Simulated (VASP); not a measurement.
# GaB2 in VASP: a series of runs

GaB2 is run at these levels: PBE; tasks: single point, relaxation of cell and atoms.

All numbers are computed with VASP 6.6.1; they aren't measurements. Logs are shortened: lines on timing, memory, paths and dates and some standing lists are left out, and cuts for length are marked.

## 1. The cell of the first run

Symmetry: I4/mmm, No. 139, tetragonal system. The conventional cell has a = 3.537 Å, b = 3.537 Å, c = 5.569 Å, α = 90.00°, β = 90.00°, γ = 90.00°. Ga (site symmetry 4/mmm) has 10 B at 2.01 to 2.62 Å within 2.7 Å. B (site symmetry 4mm) has 1 B at 1.56 Å and 1 Ga at 2.01 Å within 2.1 Å.

## 2. Single point, PBE

INCAR reads:

```
  PREC = Accurate
  ENCUT = 500
  EDIFF = 1E-6
  ISMEAR = 0
  SIGMA = 0.1
  LREAL = False
  LASPH = True
  NELM = 120
  ALGO = Normal
  ISIF = 2
  LWAVE = False
  LCHARG = True
  GGA = PE
  LELF = True
  LVHAR = True
  NBANDS = 16
  GGA_COMPAT = False
```

KPOINTS reads:

```
Automatic mesh
0
Gamma
  8 8 8
```

POSCAR reads:

```
GaB2
1.0
   -1.7686746546      1.7686746546      2.7846453620
    1.7686746546     -1.7686746546      2.7846453620
    1.7686746546      1.7686746546     -2.7846453620
Ga B
1 2
Direct
    0.0000000000      0.0000000000      0.0000000000
    0.6399085748      0.6399085748      0.0000000000
    0.3600914252      0.3600914252      0.0000000000
```

Potentials or basis: VASP PAW PBE potentials, release 64 (Ga_d, B).

Command:

```console
> cat potpaw_PBE.64/Ga_d/POTCAR potpaw_PBE.64/B/POTCAR > POTCAR
> mpirun -np 1 vasp_std > vasp.out
```

OUTCAR:

```text
PREC = Accurate
   ENCUT = 500
   EDIFF = 1E-6
   ISMEAR = 0
   LREAL = False
   LASPH = True
   NELM = 120
   ISIF = 2
   GGA = PE

 ion  position               nearest neighbor table
   1  0.000  0.000  0.000-   2 2.01   3 2.01
   2  0.640  0.640  0.000-   3 1.56   1 2.01
   3  0.360  0.360  0.000-   2 1.56   1 2.01

  LATTYP: Found a body centered tetragonal cell.
 ALAT       =     3.5373493092
 C/A-ratio  =     1.5744248694

  Lattice vectors:

 A1 = (  -1.7686746546,   1.7686746546,   2.7846453620)
 A2 = (   1.7686746546,  -1.7686746546,   2.7846453620)
 A3 = (   1.7686746546,   1.7686746546,  -2.7846453620)

Analysis of symmetry for initial positions (statically):
=====================================================================
 Subroutine PRICEL returns:
 Original cell was already a primitive cell.

 Routine SETGRP: Setting up the symmetry group for a
 body centered tetragonal supercell.

 Subroutine GETGRP returns: Found 16 space group operations
 (whereof 16 operations were pure point group operations)
 out of a pool of 16 trial point group operations.

The static configuration has the point symmetry D_4h.

Analysis of symmetry for dynamics (positions and initial velocities):
=====================================================================
 Subroutine PRICEL returns:
 Original cell was already a primitive cell.

 Routine SETGRP: Setting up the symmetry group for a
 body centered tetragonal supercell.

 Subroutine GETGRP returns: Found 16 space group operations
 (whereof 16 operations were pure point group operations)
 out of a pool of 16 trial point group operations.

The dynamic configuration has the point symmetry D_4h.

 Subroutine INISYM returns: Found 16 space group operations
 (whereof 16 operations are pure point group operations),
 and found     1 'primitive' translations

----------------------------------------------------------------------------------------

                                     Primitive cell

  volume of cell :      34.8438

  direct lattice vectors                    reciprocal lattice vectors
    -1.768674655  1.768674655  2.784645362     0.000000000  0.282697555  0.179556078
     1.768674655 -1.768674655  2.784645362     0.282697555  0.000000000  0.179556078
     1.768674655  1.768674655 -2.784645362     0.282697555  0.282697555  0.000000000

  length of vectors
     3.743082935  3.743082935  3.743082935     0.334900422  0.334900422  0.399794716

  position of ions in fractional coordinates (direct lattice)
     0.000000000  0.000000000  0.000000000
     0.639908575  0.639908575  0.000000000
     0.360091425  0.360091425  0.000000000

  ion indices of the primitive-cell ions
   primitive index   ion index
                 1           1
                 2           2
                 3           3

----------------------------------------------------------------------------------------

 KPOINTS: Automatic mesh

Automatic generation of k-mesh.
 Grid dimensions read from file:
 generate k-points for:    8    8    8

 Generating k-lattice:

  Cartesian coordinates                     Fractional coordinates (reciprocal lattice)
     0.000000000  0.035337194  0.022444510     0.125000000  0.000000000 -0.000000000
     0.035337194  0.000000000  0.022444510     0.000000000  0.125000000 -0.000000000
     0.035337194  0.035337194  0.000000000     0.000000000  0.000000000  0.125000000

  Length of vectors
     0.041862553  0.041862553  0.049974339

  Shift w.r.t. Gamma in fractional coordinates (k-lattice)
     0.000000000  0.000000000  0.000000000

 Subroutine IBZKPT returns following result:
 ===========================================

 Found     59 irreducible k-points:

 Following reciprocal coordinates:
            Coordinates               Weight
  0.000000  0.000000  0.000000      1.000000
  0.125000  0.000000  0.000000      8.000000
  0.250000  0.000000  0.000000      8.000000
  0.375000  0.000000 -0.000000      8.000000
  0.500000  0.000000  0.000000      4.000000
  0.125000  0.125000  0.000000      8.000000
[... 16 lines left out ...]
  0.250000  0.125000  0.125000     16.000000
  0.375000  0.125000  0.125000      8.000000
 [... further k-points ...]
   k-points           NKPTS =     59   k-points in BZ     NKDIM =     59   number of bands    NBANDS=     16
   number of dos      NEDOS =    301   number of ions     NIONS =      3
   total plane-waves  NPLWV =  21952
   dimension x,y,z NGX =    28 NGY =   28 NGZ =   28
   dimension x,y,z NGXF=    56 NGYF=   56 NGZF=   56
   ions per type =               1   2
   NGX,Y,Z   is equivalent  to a cutoff of  12.44, 12.44, 12.44 a.u.
   NGXF,Y,Z  is equivalent  to a cutoff of  24.87, 24.87, 24.87 a.u.
 SYSTEM =  unknown system
   PREC   = accura    normal or accurate (medium, high low for compatibility)
   ISTART =      0    job   : 0-new  1-cont  2-samecut
   ICHARG =      2    charge: 1-file 2-atom 10-const
   ISPIN  =      1    spin polarized calculation?
   LNONCOLLINEAR =      F non collinear calculations
   LSORBIT =      F    spin-orbit coupling
   LASPH  =      T    aspherical Exc in radial PAW
   ENCUT  =  500.0 eV  36.75 Ry    6.06 a.u.   6.82  6.82  6.82*2*pi/ulx,y,z
   NELM   =    120;   NELMIN=  2; NELMDL= -5     # of ELM steps
   EDIFF  = 0.1E-05   stopping-criterion for ELM
   LREAL  =      F    real-space projection
   EDIFFG = 0.1E-04   stopping-criterion for IOM
   NSW    =      0    number of steps for IOM
   IBRION =     -1    ionic relax: 0-MD 1-quasi-New 2-CG
   NFREE  =      0    steps in history (QN), initial steepest desc. (CG)
   ISIF   =      2    stress and relaxation
   ISYM   =      2    0-nonsym 1-usesym 2-fastsym
   POTIM  = 0.5000    time-step for ionic-motion
   TEBEG  =    0.0;   TEEND  =   0.0 temperature during run
   PSTRESS=    0.0 pullay stress
   NELECT =      19.0000    total number of electrons
   NUPDOWN=      -1.0000    fix difference up-down
   EMIN   =  10.00;   EMAX   =-10.00  energy-range for DOS
   EFERMI =   0.00;   METHOD = LEGACY
   ISMEAR =     0;   SIGMA  =   0.10  broadening in eV -4-tet -1-fermi 0-gaus
   EFERMI_NEDOS =   21; number of points for ismear=-14 and -15
   IALGO  =     38    algorithm
   IMIX   =      4    mixing-type and parameters
     AMIX     =   0.40;   BMIX     =  1.00
     AMIX_MAG =   1.60;   BMIX_MAG =  1.00
  volume/ion in A,a.u.               =      11.61        78.38
  Fermi-wavevector in a.u.,A,eV,Ry     =   1.337470  2.527452 24.338461  1.788826
  Thomas-Fermi vector in A             =   2.466016
   LORBIT       =      0    0 simple, 1 ext, 2 COOP (PROOUT), +10 PAW based schemes
   GGA     = PE    functional components
   LHFCALC =     F    Hartree Fock is set to
   AEXX    =    0.0000 exact exchange contribution
   IVDW    =     0    specifies the selected vdW correction
   LEPSILON=     F    determine dielectric tensor
   LRPA    =     F    only Hartree local field effects (RPA)
 non-spin polarized calculation
 Gauss-broadening in eV      SIGMA  =   0.10
  energy-cutoff  :      500.00
  volume of cell :       34.84
 maximum number of plane-waves:       898
   NGX = 13   NGY = 13   NGZ = 13

 number of electron      19.0000008 magnetization

 Free energy of the ion-electron system (eV)
  ---------------------------------------------------
  ext. energy  EPLUGINS =         0.00000000
  ---------------------------------------------------
  free energy    TOTEN  =       -13.45347845 eV

  energy without entropy =      -13.44962334  energy(sigma->0) =      -13.45155089

 E-fermi :   5.5609     XC(G=0): -11.2030

 val. band max:        5.5209445243   @ k =  -0.1250  -0.3750   0.1250
 cond. band min:       5.5996631411   @ k =  -0.2500  -0.2500   0.1250
 fundamental gap:      0.0787186168
 Fermi energy:         5.5609233168

 k-point     1 :       0.0000    0.0000    0.0000
  band No.  band energies     occupation
      1      -9.5975      2.00000
      2      -9.4652      2.00000
      3      -9.4394      2.00000
      4      -9.4104      2.00000
      5      -9.4104      2.00000
      6      -7.4057      2.00000
[... 8 lines left out ...]
     15      12.9726      0.00000
     16      12.9726      0.00000

 k-point     2 :       0.1250    0.0000    0.0000
  band No.  band energies     occupation
      1      -9.5937      2.00000
      2      -9.4609      2.00000
      3      -9.4446      2.00000
      4      -9.4099      2.00000
      5      -9.4039      2.00000
      6      -7.1796      2.00000
[... 8 lines left out ...]
     15      12.3007      0.00000
     16      13.8365      0.00000

 k-point     3 :       0.2500    0.0000    0.0000
  band No.  band energies     occupation
      1      -9.5884      2.00000
      2      -9.4588      2.00000
      3      -9.4535      2.00000
      4      -9.4050      2.00000
      5      -9.3863      2.00000
      6      -6.5012      2.00000
[... 8 lines left out ...]
     15      11.9064      0.00000
     16      15.5109      0.00000

 k-point     4 :       0.3750    0.0000   -0.0000
  band No.  band energies     occupation
      1      -9.5876      2.00000
      2      -9.4737      2.00000
      3      -9.4517      2.00000
      4      -9.3929      2.00000
      5      -9.3680      2.00000
      6      -5.3931      2.00000
[... 8 lines left out ...]
     15      13.0014      0.00000
     16      17.3444      0.00000
[... 324 lines left out ...]
 k-point    22 :       0.1250    0.1250    0.1250
  band No.  band energies     occupation
      1      -9.5839      2.00000
      2      -9.4876      2.00000
      3      -9.4349      2.00000
      4      -9.4152      2.00000
      5      -9.3772      2.00000
      6      -5.8319      2.00000
[... 8 lines left out ...]
     15      13.1089      0.00000
     16      16.8909      0.00000

 k-point    23 :       0.2500    0.1250    0.1250
  band No.  band energies     occupation
      1      -9.5778      2.00000
      2      -9.5108      2.00000
      3      -9.4278      2.00000
      4      -9.4008      2.00000
      5      -9.3766      2.00000
      6      -4.7416      2.00000
[... 8 lines left out ...]
     15      13.6723      0.00000
     16      18.7606      0.00000

 k-point    24 :       0.3750    0.1250    0.1250
  band No.  band energies     occupation
      1      -9.5743      2.00000
      2      -9.5215      2.00000
      3      -9.4236      2.00000
      4      -9.3885      2.00000
      5      -9.3841      2.00000
      6      -3.6711      2.00000
[... 8 lines left out ...]
     15      13.6705      0.00000
     16      19.6401      0.00000

 [... further k-points ...]

------------------------ aborting loop because EDIFF is reached ----------------------------------------

  FORCE on cell =-STRESS in cart. coord.  units (eV):
  Direction    XX          YY          ZZ          XY          YZ          ZX
  --------------------------------------------------------------------------------------
  -------------------------------------------------------------------------------------
  Total        0.0368309      0.0368309     -0.0055699      0.0000000      0.0000000      0.0000000
  in kB        1.6935451      1.6935451     -0.2561119      0.0000000      0.0000000      0.0000000
  external PRESSURE =       1.0436594 kB  Pullay stress =       0.0000000 kB

 VOLUME and BASIS-vectors are now :
 -----------------------------------------------------------------------------
  energy-cutoff  :      500.00
  volume of cell :       34.84
      direct lattice vectors                 reciprocal lattice vectors
    -1.768674655  1.768674655  2.784645362     0.000000000  0.282697555  0.179556078
     1.768674655 -1.768674655  2.784645362     0.282697555  0.000000000  0.179556078
     1.768674655  1.768674655 -2.784645362     0.282697555  0.282697555  0.000000000

 POSITION                                       TOTAL-FORCE (eV/Angst)
 -----------------------------------------------------------------------------------
      0.00000      0.00000      0.00000         0.000000      0.000000      0.000000
      0.00000      0.00000      3.56384        -0.000000     -0.000000      0.014765
      0.00000      0.00000      2.00545        -0.000000     -0.000000     -0.014765
 -----------------------------------------------------------------------------------
    total drift:                               -0.000000      0.000000      0.000000

  FREE ENERGIE OF THE ION-ELECTRON SYSTEM (eV)
  ---------------------------------------------------
  free  energy   TOTEN  =       -13.4534784492 eV

  energy  without entropy=      -13.4496233355  energy(sigma->0) =      -13.45155089
```

Wall time 13 s (1 thread of Intel Xeon 6975P-C (Granite Rapids), shared host); peak memory 0.17 GiB.

What came out:

| Quantity | Value |
| --- | --- |
| Free energy | -13.4535 eV |
| Pressure | 0.1 GPa |
| Largest force | 0.015 eV/Å |
| Band gap on the k mesh | zero (an odd number of electrons rules out a gap without spin polarisation) |

Forces in eV/Å, atoms in the order of the input:
```
Ga   0.000  0.000  0.000
B    0.000  0.000  0.015
B    0.000  0.000 -0.015
```

Stress tensor (GPa, compression positive):
```
 0.17  0.00  0.00
 0.00  0.17  0.00
 0.00  0.00 -0.03
```

(Part 1 of 2 ends here.)
